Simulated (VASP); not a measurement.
Input of a VASP 6.6.1 run:

The input INCAR:

```
SYSTEM = Pd
PREC = Accurate
ENCUT = 600
EDIFF = 1E-6
ISMEAR = 0
SIGMA = 0.1
LREAL = .FALSE.
LASPH = .TRUE.
NELM = 60
ALGO = Normal
ISIF = 3
LWAVE = .FALSE.
LCHARG = .FALSE.
GGA = PE
IBRION = 2
NSW = 80
EDIFFG = -0.01
PSTRESS = 200.0
```

Contents of KPOINTS:

```
Automatic mesh
0
G
  10 10 10
  0 0 0
```

The input POSCAR:

```
Pd
1.0
    2.5300000000      0.0000000000      0.0000000000
    0.0000000000      2.5300000000      0.0000000000
    0.0000000000      0.0000000000      2.5300000000
Pd
1
Direct
    0.0000000000      0.0000000000      0.0000000000
```

Potentials or basis: VASP PAW PBE potentials, release 64 (Pd).

Run with:

```console
$ cat potpaw_PBE.64/Pd/POTCAR > POTCAR
$ mpirun -np 1 vasp_std > vasp.out
```

Estimate the band gap on the k mesh.

zero (band 5 reaches 10.50 eV, above the bottom of band 6 at 8.28 eV).

Predict the relaxed volume.

15.77 Å³/atom.

What does it give for the relaxed cell?

a = 2.508 Å, b = 2.508 Å, c = 2.508 Å, α = 90.00°, β = 90.00°, γ = 90.00°.

The path:
| step | energy change (eV) | largest force (eV/Å) | pressure (GPa) | volume (Å³) |
| --- | --- | --- | --- | --- |
| 1 | 0.0000 | 0.0000 | 14.46 | 16.19 |
| 2 | 0.1864 | 0.0000 | 33.88 | 14.92 |
| 3 | 0.0452 | 0.0000 | 19.90 | 15.77 |

Caveat: the cell is relaxed towards a set pressure, so the enthalpy falls and the energy may rise.
